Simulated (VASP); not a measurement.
## Li: electric field gradients with LDA

Li:

```
Li
1.0
     0.00000    2.21658    2.21658
     2.21658    0.00000    2.21658
     2.21658    2.21658    0.00000
Li
1
Direct
  0.00000 0.00000 0.00000
```

This isn't the form of Li at room conditions, which is bcc.

```
Program                : VASP 6.6.1
Task                   : electric field gradients
Functional             : LDA
Potentials or basis    : VASP PAW LDA potentials, release 64 (Li_sv)
Cutoff                 : 520 eV
k mesh                 : 16 × 16 × 16
Occupations            : fermi-dirac, width 0.05 eV
Spin                   : no spin polarisation
Dipole correction      : no
Further INCAR settings : ALGO = Normal; EDIFF = 1e-08; NBANDS = 8
```

| Quantity | Value |
| --- | --- |
| Band gap on the k mesh | zero (an odd number of electrons rules out a gap without spin polarisation) |
| Largest electric field gradient by atom | zero within the noise of the run |

Levels at points of the mesh, in eV from the Fermi level:
```csv
k point,band 1,band 2,band 3,band 4,band 5
"(0.00, 0.00, 0.00)",-45.75,-3.39,13.42,13.42,13.42
"(0.50, 0.00, 0.00)",-45.73,0.02,2.74,11.82,11.82
"(0.50, 0.50, 0.00)",-45.73,1.46,4.52,7.94,7.94
```

Wall time 18 s on 1 thread of Intel(R) Xeon(R) Platinum 8175M CPU @ 2.50GHz (Skylake/Cascade Lake) (shared host), peak memory 0.13 GiB.
